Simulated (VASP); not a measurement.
# Cu3O (Pm-3m) in VASP: notebook, part 2 of 2

VASP 6.6.1.

### Step 5. Relaxation of cell and atoms, PBE

This run uses another cell than the first one, of 15.64 Å³/atom, 0.991 times its volume.

INCAR reads:

```
SYSTEM = Cu3O
ALGO     = Normal         ! electronic algorithm
EDIFF    = 1E-6           ! SCF threshold, eV
EDIFFG   = -0.01          ! ionic threshold
ENCUT    = 600            ! plane-wave cutoff, eV
GGA      = PE             ! functional
IBRION   = 2              ! ionic algorithm
ISIF     = 3              ! what is computed and relaxed
ISMEAR   = 0              ! smearing method
LASPH    = .True.         ! aspherical terms in the spheres
LCHARG   = .False.        ! write CHGCAR
LREAL    = .False.        ! projectors in reciprocal space
LWAVE    = .False.        ! write WAVECAR
NELM     = 80             ! most SCF steps
NSW      = 100            ! ionic steps
PREC     = Accurate       ! precision mode
SIGMA    = 0.1            ! smearing width, eV
```

KPOINTS reads:

```
k-points
0
Gamma
  12 12 12
  0 0 0
```

POSCAR reads:

```
Cu3O
1.0
    3.9698557517      0.0000000000      0.0000000000
    0.0000000000      3.9698557517      0.0000000000
    0.0000000000      0.0000000000      3.9698557517
Cu O
3 1
Direct
    0.5000000000      0.0000000000      0.0000000000
    0.0000000000      0.5000000000      0.0000000000
    0.0000000000      0.0000000000      0.5000000000
    0.0000000000      0.0000000000      0.0000000000
```

Potentials or basis: VASP PAW PBE potentials, release 64 (Cu, O).

Run with:

```
cat potpaw_PBE.64/Cu/POTCAR potpaw_PBE.64/O/POTCAR > POTCAR
mpirun -np 1 vasp_std > vasp.out
```

OUTCAR:

```text
SYSTEM = Cu3O
   EDIFF = 1E-6
   EDIFFG = -0.01
   ENCUT = 600
   GGA = PE
   IBRION = 2
   ISIF = 3
   ISMEAR = 0
   LASPH = .True.
   LREAL = .False.
   NELM = 80
   NSW = 100
   PREC = Accurate

 ion  position               nearest neighbor table
   1  0.500  0.000  0.000-   4 1.98   4 1.98
   2  0.000  0.500  0.000-   4 1.98   4 1.98
   3  0.000  0.000  0.500-   4 1.98   4 1.98
   4  0.000  0.000  0.000-   1 1.98   2 1.98   3 1.98   3 1.98   2 1.98   1 1.98

  LATTYP: Found a simple cubic cell.
 ALAT       =     3.9698557517

  Lattice vectors:

 A1 = (   3.9698557517,   0.0000000000,   0.0000000000)
 A2 = (   0.0000000000,   3.9698557517,   0.0000000000)
 A3 = (   0.0000000000,   0.0000000000,   3.9698557517)

Analysis of symmetry for initial positions (statically):
=====================================================================
 Subroutine PRICEL returns:
 Original cell was already a primitive cell.

 Routine SETGRP: Setting up the symmetry group for a
 simple cubic supercell.

 Subroutine GETGRP returns: Found 48 space group operations
 (whereof 48 operations were pure point group operations)
 out of a pool of 48 trial point group operations.

The static configuration has the point symmetry O_h .

Analysis of symmetry for dynamics (positions and initial velocities):
=====================================================================
 Subroutine PRICEL returns:
 Original cell was already a primitive cell.

 Routine SETGRP: Setting up the symmetry group for a
 simple cubic supercell.

 Subroutine GETGRP returns: Found 48 space group operations
 (whereof 48 operations were pure point group operations)
 out of a pool of 48 trial point group operations.

The dynamic configuration has the point symmetry O_h .

 Subroutine INISYM returns: Found 48 space group operations
 (whereof 48 operations are pure point group operations),
 and found     1 'primitive' translations

----------------------------------------------------------------------------------------

                                     Primitive cell

  volume of cell :      62.5640

  direct lattice vectors                    reciprocal lattice vectors
     3.969855752  0.000000000  0.000000000     0.251898321  0.000000000  0.000000000
     0.000000000  3.969855752  0.000000000     0.000000000  0.251898321  0.000000000
     0.000000000  0.000000000  3.969855752     0.000000000  0.000000000  0.251898321

  length of vectors
     3.969855752  3.969855752  3.969855752     0.251898321  0.251898321  0.251898321

  position of ions in fractional coordinates (direct lattice)
[... 111 lines left out ...]
   IVDW    =     0    specifies the selected vdW correction
   LEPSILON=     F    determine dielectric tensor
   LRPA    =     F    only Hartree local field effects (RPA)
 conjugate gradient relaxation of ions
 non-spin polarized calculation
 Gauss-broadening in eV      SIGMA  =   0.10
  energy-cutoff  :      600.00
  volume of cell :       62.56
 maximum number of plane-waves:      2176
 NGX is ok and might be reduce to    32
   NGX = 15   NGY = 15   NGZ = 15

--------------------------------------- Ionic step        1  -------------------------------------------

 number of electron      39.0000061 magnetization

 Free energy of the ion-electron system (eV)
  ---------------------------------------------------
  ext. energy  EPLUGINS =         0.00000000
  ---------------------------------------------------
  free energy    TOTEN  =       -15.46708663 eV

  energy without entropy =      -15.46026017  energy(sigma->0) =      -15.46367340

------------------------ aborting loop because EDIFF is reached ----------------------------------------

  FORCE on cell =-STRESS in cart. coord.  units (eV):
  Direction    XX          YY          ZZ          XY          YZ          ZX
  --------------------------------------------------------------------------------------
  -------------------------------------------------------------------------------------
  Total        0.4247904      0.4247904      0.4247904     -0.0000000      0.0000000     -0.0000000
  in kB       10.8783007     10.8783007     10.8783007     -0.0000000      0.0000000     -0.0000000
  external PRESSURE =      10.8783007 kB  Pullay stress =       0.0000000 kB

 VOLUME and BASIS-vectors are now :
 -----------------------------------------------------------------------------
  energy-cutoff  :      600.00
  volume of cell :       62.56
      direct lattice vectors                 reciprocal lattice vectors
     3.969855752  0.000000000  0.000000000     0.251898321  0.000000000  0.000000000
     0.000000000  3.969855752  0.000000000     0.000000000  0.251898321  0.000000000
     0.000000000  0.000000000  3.969855752     0.000000000  0.000000000  0.251898321

 POSITION                                       TOTAL-FORCE (eV/Angst)
 -----------------------------------------------------------------------------------
      1.98493      0.00000      0.00000         0.000000      0.000000      0.000000
      0.00000      1.98493      0.00000         0.000000      0.000000      0.000000
      0.00000      0.00000      1.98493         0.000000      0.000000      0.000000
      0.00000      0.00000      0.00000         0.000000      0.000000      0.000000
 -----------------------------------------------------------------------------------
    total drift:                                0.000000      0.000000     -0.000000

  FREE ENERGIE OF THE ION-ELECTRON SYSTEM (eV)
  ---------------------------------------------------
  free  energy   TOTEN  =       -15.4670866334 eV

  energy  without entropy=      -15.4602601709  energy(sigma->0) =      -15.46367340

--------------------------------------- Ionic step        2  -------------------------------------------

 number of electron      39.0000062 magnetization

 Free energy of the ion-electron system (eV)
  ---------------------------------------------------
  ext. energy  EPLUGINS =         0.00000000
  ---------------------------------------------------
  free energy    TOTEN  =       -15.47009387 eV

  energy without entropy =      -15.46363563  energy(sigma->0) =      -15.46686475

 E-fermi :   4.3352     XC(G=0): -10.1151

 val. band max:        4.3217544187   @ k =   0.5000   0.2500   0.0000
 cond. band min:       4.3558680739   @ k =   0.2500   0.2500   0.2500
 fundamental gap:      0.0341136552
 Fermi energy:         4.3352112227

 k-point     1 :       0.0000    0.0000    0.0000
  band No.  band energies     occupation
      1     -16.9172      2.00000
      2      -2.3174      2.00000
      3      -2.3174      2.00000
      4      -2.3174      2.00000
      5      -1.0858      2.00000
      6       0.5537      2.00000
[... 613 lines left out ...]
     22       6.7324      0.00000
     23       7.7457      0.00000

 [... further k-points ...]

------------------------ aborting loop because EDIFF is reached ----------------------------------------

  FORCE on cell =-STRESS in cart. coord.  units (eV):
  Direction    XX          YY          ZZ          XY          YZ          ZX
  --------------------------------------------------------------------------------------
  -------------------------------------------------------------------------------------
  Total       -0.0209511     -0.0209511     -0.0209511     -0.0000000     -0.0000000      0.0000000
  in kB       -0.5283653     -0.5283653     -0.5283653     -0.0000000     -0.0000000      0.0000000
  external PRESSURE =      -0.5283653 kB  Pullay stress =       0.0000000 kB

 VOLUME and BASIS-vectors are now :
 -----------------------------------------------------------------------------
  energy-cutoff  :      600.00
  volume of cell :       63.53
      direct lattice vectors                 reciprocal lattice vectors
     3.990194330  0.000000000 -0.000000000     0.250614360  0.000000000  0.000000000
    -0.000000000  3.990194330  0.000000000    -0.000000000  0.250614360 -0.000000000
    -0.000000000  0.000000000  3.990194330     0.000000000 -0.000000000  0.250614360

 POSITION                                       TOTAL-FORCE (eV/Angst)
 -----------------------------------------------------------------------------------
      1.99510      0.00000     -0.00000         0.000000     -0.000000      0.000000
     -0.00000      1.99510      0.00000        -0.000000     -0.000000      0.000000
     -0.00000      0.00000      1.99510        -0.000000      0.000000      0.000000
      0.00000      0.00000      0.00000         0.000000     -0.000000      0.000000
 -----------------------------------------------------------------------------------
    total drift:                                0.000000      0.000000     -0.000000

  FREE ENERGIE OF THE ION-ELECTRON SYSTEM (eV)
  ---------------------------------------------------
  free  energy   TOTEN  =       -15.4700938703 eV

  energy  without entropy=      -15.4636356259  energy(sigma->0) =      -15.46686475

 reached required accuracy - stopping structural energy minimisation
```

It took 5.3 min on 1 thread of Intel Xeon 6975P-C, shared host; peak memory 0.27 GiB.

What came out:

| Property | Result |
| --- | --- |
| Free energy | -15.4701 eV |
| Relaxed volume | 15.88 Å³/atom |
| Relaxed cell | a = 3.990 Å, b = 3.990 Å, c = 3.990 Å, α = 90.00°, β = 90.00°, γ = 90.00° |
| Space group after relaxing (to 0.05 Å) | Pm-3m (No. 221) |
| Energy gained by relaxing | 0.8 meV/atom |
| Ionic steps | 2 |
| Pressure after relaxing | -0.1 GPa |

Step by step:
| step | energy change (eV) | largest force (eV/Å) | pressure (GPa) | volume (Å³) |
| --- | --- | --- | --- | --- |
| 1 | 0.0000 | 0.0000 | 1.09 | 62.56 |
| 2 | -0.0030 | 0.0000 | -0.05 | 63.53 |

Final structure:
```cif
data_structure
_symmetry_space_group_name_H-M 'P 1'
_symmetry_Int_Tables_number 1
_cell_length_a 3.9902
_cell_length_b 3.9902
_cell_length_c 3.9902
_cell_angle_alpha 90.000
_cell_angle_beta 90.000
_cell_angle_gamma 90.000
_cell_volume 63.53
loop_
_atom_site_label
_atom_site_type_symbol
_atom_site_fract_x
_atom_site_fract_y
_atom_site_fract_z
_atom_site_occupancy
Cu1 Cu 0.50000 0.00000 0.00000 1
Cu2 Cu 0.00000 0.50000 0.00000 1
Cu3 Cu 0.00000 0.00000 0.50000 1
O1 O 0.00000 0.00000 0.00000 1
```

Levels at points of the mesh, in eV from the Fermi level:
| k point | band 18 | band 19 | band 20 | band 21 | band 22 | band 23 |
| --- | --- | --- | --- | --- | --- | --- |
| (0.00, 0.00, 0.00) | -2.12 | -2.12 | -1.38 | 4.00 | 4.00 | 4.74 |
| (0.50, 0.00, 0.00) | -2.30 | -2.12 | -0.89 | 1.08 | 5.19 | 6.15 |
| (0.50, 0.50, 0.00) | -1.67 | -1.67 | -0.18 | 1.05 | 2.30 | 2.30 |
| (0.50, 0.50, 0.50) | -1.12 | -1.12 | 0.42 | 0.42 | 0.42 | 4.71 |

Caveat: an odd number of electrons without spin polarisation forces a metal; a magnetic or distorted state may lie lower.

### Step 6. The runs side by side

```csv
task,spin,cell,k mesh,cutoff (eV),gap on the mesh (eV),pressure (GPa),moment (μB)
single point,off,"a = 3.981 Å, 4 atoms",12 × 12 × 12,520,none,0.5,-
single point,"collinear, ferrimagnetic start","a = 3.782 Å, 4 atoms",4 × 4 × 4,520,none,14.8,0.00
single point,"collinear, ferrimagnetic start","a = 3.970 Å, 4 atoms",4 × 4 × 4,520,none,0.4,0.00
relaxation of cell and atoms,off,"relaxed from a = 3.970 Å, 4 atoms",12 × 12 × 12,600,none,-0.1,-
```

Alike in all rows: level PBE; potentials or basis VASP PAW PBE potentials, release 64 (Cu, O); smearing gaussian 0.1 eV.

Caveats: some runs use coarse meshes; an odd number of electrons without spin polarisation forces a metal (some runs); a magnetic or distorted state may lie lower (some runs).

Total energies depend on the potentials used, so only differences within one code and one set of settings carry meaning.
